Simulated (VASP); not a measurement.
# Bi2Se3 (P-1) in VASP: single point with PBE

Aim: the single point of Bi2Se3 with PBE.

Program: VASP 6.6.1. These are calculated values, not measurements. Logs are shortened: lines on timing, memory, paths and dates and some standing lists are left out, and cuts for length are marked.

## Step 1: The cell of the first run

The typed cell holds 5 atoms: a = 10.710 Å, b = 10.710 Å, c = 10.710 Å, α = 22.55°, β = 22.55°, γ = 22.55°.

## Step 2: Single point, PBE (atoms displaced along a vibrational mode)

INCAR

```
PREC = Accurate ; ENCUT = 520
EDIFF = 1E-6 ; ISMEAR = 0
SIGMA = 0.05 ; LREAL = F
LASPH = T ; NELM = 80
ALGO = Normal ; ISIF = 2
LWAVE = F ; LCHARG = F
GGA = PE ; NBANDS = 32
```

KPOINTS

```
Automatic mesh
0
Gamma
  6 6 6
```

POSCAR

```
Bi2Se3
1.0
    2.0936564891      1.2087731376     10.4340296434
   -2.0936564891      1.2087731376     10.4340296434
    0.0000000000     -2.4175462751     10.4340296434
Bi Se
2 3
Direct
    0.3886691296      0.3974497321      0.4006636557
    0.6113308704      0.6025502679      0.5993363443
    0.0000000000      0.0000000000      0.0000000000
    0.1970575723      0.2274539676      0.2385798205
    0.8029424277      0.7725460324      0.7614201795
```

Potentials or basis: VASP PAW PBE potentials, release 64 (Bi_d, Se).

Run with:

```sh
$ cat potpaw_PBE.64/Bi_d/POTCAR potpaw_PBE.64/Se/POTCAR > POTCAR
$ mpirun -np 1 vasp_std > vasp.out
```

OUTCAR:

```text
PREC = Accurate
   ENCUT = 520
   EDIFF = 1E-6
   ISMEAR = 0
   LREAL = F
   LASPH = T
   NELM = 80
   ISIF = 2
   GGA = PE

 ion  position               nearest neighbor table
   1  0.389  0.397  0.401-   5 2.79   5 2.91   5 2.95   3 3.09   3 3.10   3 3.12
   2  0.611  0.603  0.599-   4 2.79   4 2.91   4 2.95   3 3.09   3 3.10   3 3.12
   3  0.000  0.000  0.000-   2 3.09   1 3.09   2 3.10   1 3.10   2 3.12   1 3.12
   4  0.197  0.227  0.239-   2 2.79   2 2.91   2 2.95
   5  0.803  0.773  0.761-   1 2.79   1 2.91   1 2.95

  LATTYP: Found a trigonal (rhomboedric) cell.
 ALAT       =    10.7104390476
 COS(alpha) =     0.9235766092

  Lattice vectors:

 A1 = (   2.0936564891,   1.2087731376,  10.4340296434)
 A2 = (  -2.0936564891,   1.2087731376,  10.4340296434)
 A3 = (   0.0000000000,  -2.4175462751,  10.4340296434)

Analysis of symmetry for initial positions (statically):
=====================================================================
 Subroutine PRICEL returns:
 Original cell was already a primitive cell.

 Routine SETGRP: Setting up the symmetry group for a
 trigonal (rhombohedral) supercell.

 Subroutine GETGRP returns: Found  2 space group operations
 (whereof  2 operations were pure point group operations)
 out of a pool of 12 trial point group operations.

The static configuration has the point symmetry S_2 .

Analysis of symmetry for dynamics (positions and initial velocities):
=====================================================================
 Subroutine PRICEL returns:
 Original cell was already a primitive cell.

 Routine SETGRP: Setting up the symmetry group for a
 trigonal (rhombohedral) supercell.

 Subroutine GETGRP returns: Found  2 space group operations
 (whereof  2 operations were pure point group operations)
 out of a pool of 12 trial point group operations.

The dynamic configuration has the point symmetry S_2 .

 Subroutine INISYM returns: Found  2 space group operations
 (whereof  2 operations are pure point group operations),
 and found     1 'primitive' translations

----------------------------------------------------------------------------------------

                                     Primitive cell

  volume of cell :     158.4359

  direct lattice vectors                    reciprocal lattice vectors
     2.093656489  1.208773138 10.434029643     0.238816636  0.137880849  0.031946750
    -2.093656489  1.208773138 10.434029643    -0.238816636  0.137880849  0.031946750
     0.000000000 -2.417546275 10.434029643     0.000000000 -0.275761698  0.031946750

  length of vectors
    10.710439048 10.710439048 10.710439048     0.277606032  0.277606032  0.277606032

  position of ions in fractional coordinates (direct lattice)
     0.388669130  0.397449732  0.400663656
     0.611330870  0.602550268  0.599336344
     0.000000000  0.000000000  0.000000000
     0.197057572  0.227453968  0.238579821
     0.802942428  0.772546032  0.761420179

  ion indices of the primitive-cell ions
   primitive index   ion index
                 1           1
                 2           2
                 3           3
                 4           4
                 5           5

----------------------------------------------------------------------------------------

 KPOINTS: Automatic mesh

Automatic generation of k-mesh.
 Grid dimensions read from file:
 generate k-points for:    6    6    6

 Generating k-lattice:

  Cartesian coordinates                     Fractional coordinates (reciprocal lattice)
     0.039802773  0.022980142  0.005324458     0.166666667  0.000000000  0.000000000
    -0.039802773  0.022980142  0.005324458     0.000000000  0.166666667  0.000000000
     0.000000000 -0.045960283  0.005324458     0.000000000  0.000000000  0.166666667

  Length of vectors
     0.046267672  0.046267672  0.046267672

  Shift w.r.t. Gamma in fractional coordinates (k-lattice)
     0.000000000  0.000000000  0.000000000

 Subroutine IBZKPT returns following result:
 ===========================================

 Found    112 irreducible k-points:

 Following reciprocal coordinates:
            Coordinates               Weight
  0.000000  0.000000  0.000000      1.000000
  0.166667  0.000000  0.000000      2.000000
  0.000000  0.166667  0.000000      2.000000
 -0.000000 -0.000000  0.166667      2.000000
  0.333333  0.000000 -0.000000      2.000000
  0.000000  0.333333 -0.000000      2.000000
[... 16 lines left out ...]
 -0.166667  0.500000 -0.000000      2.000000
  0.166667 -0.000000  0.500000      2.000000
 [... further k-points ...]
   k-points           NKPTS =    112   k-points in BZ     NKDIM =    112   number of bands    NBANDS=     32
   number of dos      NEDOS =    301   number of ions     NIONS =      5
   total plane-waves  NPLWV = 512000
   dimension x,y,z NGX =    80 NGY =   80 NGZ =   80
   dimension x,y,z NGXF=   160 NGYF=  160 NGZF=  160
   ions per type =               2   3
   NGX,Y,Z   is equivalent  to a cutoff of  12.42, 12.42, 12.42 a.u.
   NGXF,Y,Z  is equivalent  to a cutoff of  24.83, 24.83, 24.83 a.u.
 SYSTEM =  unknown system
   PREC   = accura    normal or accurate (medium, high low for compatibility)
   ISTART =      0    job   : 0-new  1-cont  2-samecut
   ICHARG =      2    charge: 1-file 2-atom 10-const
   ISPIN  =      1    spin polarized calculation?
   LNONCOLLINEAR =      F non collinear calculations
   LSORBIT =      F    spin-orbit coupling
   LASPH  =      T    aspherical Exc in radial PAW
   ENCUT  =  520.0 eV  38.22 Ry    6.18 a.u.  19.91 19.91 19.91*2*pi/ulx,y,z
   NELM   =     80;   NELMIN=  2; NELMDL= -5     # of ELM steps
   EDIFF  = 0.1E-05   stopping-criterion for ELM
   LREAL  =      F    real-space projection
   EDIFFG = 0.1E-04   stopping-criterion for IOM
   NSW    =      0    number of steps for IOM
   IBRION =     -1    ionic relax: 0-MD 1-quasi-New 2-CG
   NFREE  =      0    steps in history (QN), initial steepest desc. (CG)
   ISIF   =      2    stress and relaxation
   ISYM   =      2    0-nonsym 1-usesym 2-fastsym
   POTIM  = 0.5000    time-step for ionic-motion
   TEBEG  =    0.0;   TEEND  =   0.0 temperature during run
   PSTRESS=    0.0 pullay stress
   NELECT =      48.0000    total number of electrons
   NUPDOWN=      -1.0000    fix difference up-down
   EMIN   =  10.00;   EMAX   =-10.00  energy-range for DOS
   EFERMI =   0.00;   METHOD = LEGACY
   ISMEAR =     0;   SIGMA  =   0.05  broadening in eV -4-tet -1-fermi 0-gaus
   EFERMI_NEDOS =   21; number of points for ismear=-14 and -15
   IALGO  =     38    algorithm
   IMIX   =      4    mixing-type and parameters
     AMIX     =   0.40;   BMIX     =  1.00
     AMIX_MAG =   1.60;   BMIX_MAG =  1.00
  volume/ion in A,a.u.               =      31.69       213.84
  Fermi-wavevector in a.u.,A,eV,Ry     =   1.099522  2.077796 16.448755  1.208949
  Thomas-Fermi vector in A             =   2.235918
   LORBIT       =      0    0 simple, 1 ext, 2 COOP (PROOUT), +10 PAW based schemes
   GGA     = PE    functional components
   LHFCALC =     F    Hartree Fock is set to
   AEXX    =    0.0000 exact exchange contribution
   IVDW    =     0    specifies the selected vdW correction
   LEPSILON=     F    determine dielectric tensor
   LRPA    =     F    only Hartree local field effects (RPA)
 non-spin polarized calculation
 Gauss-broadening in eV      SIGMA  =   0.05
  energy-cutoff  :      520.00
  volume of cell :      158.44
 maximum number of plane-waves:      4296
   NGX = 39   NGY = 39   NGZ = 39

 number of electron      47.9999997 magnetization

 Free energy of the ion-electron system (eV)
  ---------------------------------------------------
  ext. energy  EPLUGINS =         0.00000000
  ---------------------------------------------------
  free energy    TOTEN  =       -20.18768245 eV

  energy without entropy =      -20.18768245  energy(sigma->0) =      -20.18768245

 E-fermi :   3.7069     XC(G=0):  -8.8810

 val. band max:        3.4170486882   @ k =   0.3333   0.5000   0.5000
 cond. band min:       4.0722449209   @ k =   0.0000   0.0000   0.0000
 fundamental gap:      0.6551962327
 Fermi energy:         3.7069325592

 k-point     1 :       0.0000    0.0000    0.0000
  band No.  band energies     occupation
      1     -19.2966      2.00000
      2     -19.2960      2.00000
      3     -19.2930      2.00000
      4     -19.2913      2.00000
      5     -19.2811      2.00000
      6     -19.2804      2.00000
[... 24 lines left out ...]
     31       9.7242      0.00000
     32      10.1821      0.00000

 k-point     2 :       0.1667    0.0000    0.0000
  band No.  band energies     occupation
      1     -19.2985      2.00000
      2     -19.2977      2.00000
      3     -19.2892      2.00000
      4     -19.2876      2.00000
      5     -19.2805      2.00000
      6     -19.2780      2.00000
[... 24 lines left out ...]
     31       9.1484      0.00000
     32       9.9595      0.00000

 k-point     3 :       0.0000    0.1667    0.0000
  band No.  band energies     occupation
      1     -19.2957      2.00000
      2     -19.2935      2.00000
      3     -19.2918      2.00000
      4     -19.2907      2.00000
      5     -19.2803      2.00000
      6     -19.2792      2.00000
[... 24 lines left out ...]
     31       9.2286      0.00000
     32      10.0691      0.00000

 k-point     4 :      -0.0000   -0.0000    0.1667
  band No.  band energies     occupation
      1     -19.2969      2.00000
      2     -19.2945      2.00000
      3     -19.2911      2.00000
      4     -19.2899      2.00000
      5     -19.2782      2.00000
      6     -19.2772      2.00000
[... 24 lines left out ...]
     31       9.2523      0.00000
     32      10.0981      0.00000

 k-point     5 :       0.3333    0.0000   -0.0000
  band No.  band energies     occupation
      1     -19.3035      2.00000
      2     -19.3018      2.00000
      3     -19.2886      2.00000
      4     -19.2863      2.00000
      5     -19.2826      2.00000
      6     -19.2821      2.00000
[... 584 lines left out ...]
     31       8.8220      0.00000
     32       9.9527      0.00000

 k-point    22 :       0.0000    0.5000    0.1667
  band No.  band energies     occupation
      1     -19.3021      2.00000
      2     -19.2984      2.00000
      3     -19.2853      2.00000
      4     -19.2831      2.00000
      5     -19.2819      2.00000
      6     -19.2799      2.00000
[... 24 lines left out ...]
     31       8.8767      0.00000
     32      10.1081      0.00000

 k-point    23 :      -0.1667    0.5000   -0.0000
  band No.  band energies     occupation
      1     -19.3040      2.00000
      2     -19.3005      2.00000
      3     -19.2824      2.00000
      4     -19.2811      2.00000
      5     -19.2795      2.00000
      6     -19.2775      2.00000
[... 24 lines left out ...]
     31       8.8079      0.00000
     32      10.1309      0.00000

 k-point    24 :       0.1667   -0.0000    0.5000
  band No.  band energies     occupation
      1     -19.3053      2.00000
      2     -19.3013      2.00000
      3     -19.2820      2.00000
      4     -19.2792      2.00000
      5     -19.2774      2.00000
      6     -19.2767      2.00000
[... 24 lines left out ...]
     31       8.8234      0.00000
     32      10.1772      0.00000

 [... further k-points ...]
[... 5 lines left out ...]
  --------------------------------------------------------------------------------------
  -------------------------------------------------------------------------------------
  Total        0.6518968     -0.3738007      0.2181718      0.5533242     -1.1616785     -1.2995717
  in kB        6.5922835     -3.7800461      2.2062546      5.5954715    -11.7474329    -13.1418732
  external PRESSURE =       1.6728306 kB  Pullay stress =       0.0000000 kB

 VOLUME and BASIS-vectors are now :
 -----------------------------------------------------------------------------
  energy-cutoff  :      520.00
  volume of cell :      158.44
      direct lattice vectors                 reciprocal lattice vectors
     2.093656489  1.208773138 10.434029643     0.238816636  0.137880849  0.031946750
    -2.093656489  1.208773138 10.434029643    -0.238816636  0.137880849  0.031946750
     0.000000000 -2.417546275 10.434029643     0.000000000 -0.275761698  0.031946750

 POSITION                                       TOTAL-FORCE (eV/Angst)
 -----------------------------------------------------------------------------------
     -0.01838     -0.01838     12.38292         0.259916      0.227608     -0.061607
      0.01838      0.01838     18.91916        -0.259916     -0.227608      0.061607
      0.00000      0.00000      0.00000         0.000000      0.000000      0.000000
     -0.06364     -0.06364      6.91871         0.333606      0.296225     -0.065401
      0.06364      0.06364     24.38337        -0.333606     -0.296225      0.065401
 -----------------------------------------------------------------------------------
    total drift:                               -0.000000     -0.000000      0.000000

  FREE ENERGIE OF THE ION-ELECTRON SYSTEM (eV)
  ---------------------------------------------------
  free  energy   TOTEN  =       -20.1876824480 eV

  energy  without entropy=      -20.1876824480  energy(sigma->0) =      -20.18768245
```

Wall time 65 min (1 thread of Intel Xeon 8259CL, shared host); peak memory 1.2 GiB.

Results:

| Quantity | Value |
| --- | --- |
| Free energy | -20.1877 eV |
| Pressure | 0.2 GPa |
| Largest force | 0.451 eV/Å |
| Band gap on the k mesh | 0.66 eV (least direct gap 0.71 eV) |

Forces in eV/Å, atoms in the order of the input:
```
Bi   0.260  0.228 -0.062
Bi  -0.260 -0.228  0.062
Se   0.000  0.000  0.000
Se   0.334  0.296 -0.065
Se  -0.334 -0.296  0.065
```

Caveat: the cell differs from its parent crystal (atoms displaced along a vibrational mode); spin-orbit coupling is left out, which moves the levels of the heavy elements. A k mesh can miss the band edges.
